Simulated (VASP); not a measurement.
A run of VASP 6.6.1 is set up as follows.

Contents of INCAR:

```
SYSTEM = IrRh2
  PREC = Accurate
  ENCUT = 600
  EDIFF = 1E-6
  ISMEAR = 0
  SIGMA = 0.1
  LREAL = .False.
  LASPH = .True.
  NELM = 80
  ALGO = Fast
  ISIF = 3
  LWAVE = .False.
  LCHARG = .False.
  GGA = PE
  IBRION = 2
  NSW = 100
  EDIFFG = -0.01
```

KPOINTS

```
Automatic mesh
0
Gamma
  18 18 8
  0 0 0
```

File POSCAR:

```
IrRh2
1.0
    2.7264573716      0.0000000000      0.0000000000
   -1.3632286858      2.3611813461      0.0000000000
    0.0000000000      0.0000000000      6.6247630190
Ir Rh
1 2
Direct
    0.0000000000      0.0000000000      0.5000000000
    0.6666666667      0.3333333333      0.8316315648
    0.3333333333      0.6666666667      0.1683684352
```

Potentials or basis: VASP PAW PBE potentials, release 64 (Ir, Rh_pv).

Launch:

```console
$ cat potpaw_PBE.64/Ir/POTCAR potpaw_PBE.64/Rh_pv/POTCAR > POTCAR
$ mpirun -np 1 vasp_std > vasp.out
```

Q: What does it give for the relaxed cell?

A: a = 2.718 Å, b = 2.718 Å, c = 6.658 Å, α = 90.00°, β = 90.00°, γ = 120.00°.

Q: Estimate the space group after relaxing (to 0.1 Å).

A: P-3m1 (No. 164).

Q: Predict the relaxed volume.

A: 14.19 Å³/atom.

The path:
```
step  energy change (eV)  largest force (eV/Å)  pressure (GPa)  volume (Å³)
   1              0.0000                0.1222           -0.27        42.65
   2             -0.0015                0.0015            0.71        42.50
   3             -0.0032                0.0502            0.24        42.56
   4             -0.0032                0.0023           -0.57        42.68
   5             -0.0033                0.0266           -0.16        42.62
   6             -0.0034                0.0071            0.04        42.58
```

Caveat: the highest band is partly filled, so the run has too few bands.
